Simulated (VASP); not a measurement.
# Na (Pm-3m) in VASP: notebook, part 2 of 2

VASP 6.6.1.

## Step 3: Relaxation of cell and atoms, PBE, target pressure 35 GPa, at which the enthalpy is minimised

This run uses another cell than the first one, of 15.66 Å³/atom.

File INCAR:

```
PREC = Accurate ; ENCUT = 600
EDIFF = 1E-6 ; ISMEAR = -1
SIGMA = 0.05 ; LREAL = False
LASPH = True ; NELM = 60
ALGO = Normal ; ISIF = 3
LWAVE = False ; LCHARG = False
GGA = PE ; IBRION = 2
NSW = 60 ; EDIFFG = -0.005
PSTRESS = 350.0
```

File KPOINTS:

```
Automatic mesh
0
Gamma
  15 15 15
```

File POSCAR:

```
Na
1.0
    2.5020432150      0.0000000000      0.0000000000
    0.0000000000      2.5020432150      0.0000000000
    0.0000000000      0.0000000000      2.5020432150
Na
1
Direct
    0.0000000000      0.0000000000      0.0000000000
```

Potentials or basis: VASP PAW PBE potentials, release 64 (Na_pv).

The run is started by

```bash
cat potpaw_PBE.64/Na_pv/POTCAR > POTCAR
mpirun -np 1 vasp_std > vasp.out
```

OUTCAR:

```text
PREC = Accurate
   ENCUT = 600
   EDIFF = 1E-6
   ISMEAR = -1
   LREAL = False
   LASPH = True
   NELM = 60
   ISIF = 3
   GGA = PE
   IBRION = 2
   NSW = 60
   EDIFFG = -0.005
   PSTRESS = 350.0

 ion  position               nearest neighbor table
   1  0.000  0.000  0.000-

  LATTYP: Found a simple cubic cell.
 ALAT       =     2.5020432150

  Lattice vectors:

 A1 = (   2.5020432150,   0.0000000000,   0.0000000000)
 A2 = (   0.0000000000,   2.5020432150,   0.0000000000)
 A3 = (   0.0000000000,   0.0000000000,   2.5020432150)

Analysis of symmetry for initial positions (statically):
=====================================================================
 Subroutine PRICEL returns:
 Original cell was already a primitive cell.

 Routine SETGRP: Setting up the symmetry group for a
 simple cubic supercell.

 Subroutine GETGRP returns: Found 48 space group operations
 (whereof 48 operations were pure point group operations)
 out of a pool of 48 trial point group operations.

The static configuration has the point symmetry O_h .

Analysis of symmetry for dynamics (positions and initial velocities):
=====================================================================
 Subroutine PRICEL returns:
 Original cell was already a primitive cell.

 Routine SETGRP: Setting up the symmetry group for a
 simple cubic supercell.

 Subroutine GETGRP returns: Found 48 space group operations
 (whereof 48 operations were pure point group operations)
 out of a pool of 48 trial point group operations.

The dynamic configuration has the point symmetry O_h .

 Subroutine INISYM returns: Found 48 space group operations
 (whereof 48 operations are pure point group operations),
 and found     1 'primitive' translations

[... 118 lines left out ...]
   LHFCALC =     F    Hartree Fock is set to
   AEXX    =    0.0000 exact exchange contribution
   IVDW    =     0    specifies the selected vdW correction
   LEPSILON=     F    determine dielectric tensor
   LRPA    =     F    only Hartree local field effects (RPA)
 conjugate gradient relaxation of ions
 non-spin polarized calculation
  energy-cutoff  :      600.00
  volume of cell :       15.66
 maximum number of plane-waves:       536
 NGX is ok and might be reduce to    20
   NGX =  9   NGY =  9   NGZ =  9

--------------------------------------- Ionic step        1  -------------------------------------------

 number of electron       6.9999983 magnetization

 Free energy of the ion-electron system (eV)
  ---------------------------------------------------
  ext. energy  EPLUGINS =         0.00000000
  ---------------------------------------------------
  free energy    TOTEN  =        -0.03692742 eV

  energy without entropy =       -0.03414819  energy(sigma->0) =       -0.03553780

------------------------ aborting loop because EDIFF is reached ----------------------------------------

  FORCE on cell =-STRESS in cart. coord.  units (eV):
  Direction    XX          YY          ZZ          XY          YZ          ZX
  --------------------------------------------------------------------------------------
  -------------------------------------------------------------------------------------
  Total        3.2222619      3.2222619      3.2222619      0.0000000     -0.0000000      0.0000000
  in kB      329.5998404    329.5998404    329.5998404      0.0000000     -0.0000000      0.0000000
  external PRESSURE =     -20.4001596 kB  Pullay stress =     350.0000000 kB
[... 135 lines left out ...]
--------------------------------------- Ionic step        5  -------------------------------------------

 number of electron       6.9999993 magnetization

 Free energy of the ion-electron system (eV)
  ---------------------------------------------------
  ext. energy  EPLUGINS =         0.00000000
  ---------------------------------------------------
  free energy    TOTEN  =         0.03161620 eV

  energy without entropy =        0.03437185  energy(sigma->0) =        0.03299403

 E-fermi :   4.5953     XC(G=0):  -9.3754

 val. band max:        4.5430036998   @ k =   0.4000   0.2667   0.0667
 cond. band min:       4.6446696937   @ k =   0.4000   0.2000   0.2000
 fundamental gap:      0.1016659940
 Fermi energy:         4.5953467971

 k-point     1 :       0.0000    0.0000    0.0000
  band No.  band energies     occupation
      1     -20.8077      2.00000
      2     -20.8077      2.00000
      3     -20.8077      2.00000
      4      -0.9771      2.00000
      5      17.5180      0.00000
      6      17.5180      0.00000
      7      22.6613      0.00000
[... 221 lines left out ...]
 k-point    24 :       0.3333    0.2000    0.0000
  band No.  band energies     occupation
      1     -21.3209      2.00000
      2     -20.9957      2.00000
      3     -20.7385      2.00000
      4       2.7525      2.00000
      5      10.3682      0.00000
      6      15.7172      0.00000
      7      21.8483      0.00000

 [... further k-points ...]

------------------------ aborting loop because EDIFF is reached ----------------------------------------

  FORCE on cell =-STRESS in cart. coord.  units (eV):
  Direction    XX          YY          ZZ          XY          YZ          ZX
  --------------------------------------------------------------------------------------
  -------------------------------------------------------------------------------------
  Total        3.3552833      3.3552833      3.3552833      0.0000000      0.0000000     -0.0000000
  in kB      350.4359877    350.4359877    350.4359877      0.0000000      0.0000000     -0.0000000
  external PRESSURE =       0.4359877 kB  Pullay stress =     350.0000000 kB
[... 20 lines left out ...]
  energy  without entropy=        0.0343718502  energy(sigma->0) =        0.03299403

  enthalpy is  TOTEN    =         3.3827250755 eV   P V=        3.3511088756

 reached required accuracy - stopping structural energy minimisation
```

OSZICAR:

```text
N       E                     dE             d eps       ncg     rms          rms(c)
DAV:   1     0.197140960011E+02    0.19714E+02   -0.47094E+03  1687   0.122E+03
DAV:   2     0.137102948999E+00   -0.19577E+02   -0.19565E+02  1876   0.141E+02
DAV:   3    -0.575315293451E-01   -0.19463E+00   -0.19463E+00  1939   0.197E+01
[... 29 lines left out ...]
       N       E                     dE             d eps       ncg     rms          rms(c)
DAV:   1     0.316054855471E-01   -0.17735E-02   -0.34926E-04  1680   0.459E-01    0.225E-02
DAV:   2     0.316133651729E-01    0.78796E-05   -0.97907E-06  1701   0.760E-02    0.113E-02
DAV:   3     0.316159580344E-01    0.25929E-05   -0.45821E-06  1687   0.496E-02    0.118E-03
DAV:   4     0.316161998321E-01    0.24180E-06   -0.17795E-07   840   0.108E-02
   5 F= 0.33827251E+01 E0= 0.33841029E+01  d E =-.204712E-02
```

CONTCAR:

```text
Na
   1.00000000000000
     2.4847175378011488    0.0000000000000000    0.0000000000000000
     0.0000000000000000    2.4847175378011488    0.0000000000000000
    -0.0000000000000000   -0.0000000000000000    2.4847175378011488
  Na
     1
Direct
     0.0000000000000000    0.0000000000000000    0.0000000000000000

  0.00000000E+00  0.00000000E+00  0.00000000E+00
```

Wall time 31 s (1 thread of Intel Xeon 8259CL, shared host); peak memory 0.13 GiB.

Results:

```
Free energy                                                : 0.0316 eV
Relaxed volume                                             : 15.34 Å³/atom
Relaxed cell                                               : a = 2.485 Å, b = 2.485 Å, c = 2.485 Å, α = 90.00°, β = 90.00°, γ = 90.00°
Space group after relaxing (to 0.1 Å)                      : Pm-3m (No. 221)
Energy change on relaxing (the run minimises the enthalpy) : +68.5 meV/atom
Ionic steps                                                : 5
Pressure after relaxing                                    : 35.0 GPa
Band gap on the k mesh                                     : zero (an odd number of electrons rules out a gap without spin polarisation)
```

The path:
| step | energy change (eV) | largest force (eV/Å) | pressure (GPa) | volume (Å³) |
| --- | --- | --- | --- | --- |
| 1 | 0.0000 | 0.0000 | 32.96 | 15.66 |
| 2 | 0.0961 | 0.0000 | 35.90 | 15.22 |
| 3 | 0.0670 | 0.0000 | 34.89 | 15.35 |
| 4 | 0.0703 | 0.0000 | 35.13 | 15.33 |
| 5 | 0.0685 | 0.0000 | 35.04 | 15.34 |

Final structure:
```xyz
1
Lattice="2.4847 0.0000 0.0000 0.0000 2.4847 0.0000 0.0000 0.0000 2.4847" Properties=species:S:1:pos:R:3 pbc="T T T"
Na    0.0000    0.0000    0.0000
```

Caveat: the cell is relaxed towards a set pressure, so the run minimises the enthalpy, not the energy.

The gap in the log of VASP goes by the Fermi energy; the results here count the filled bands.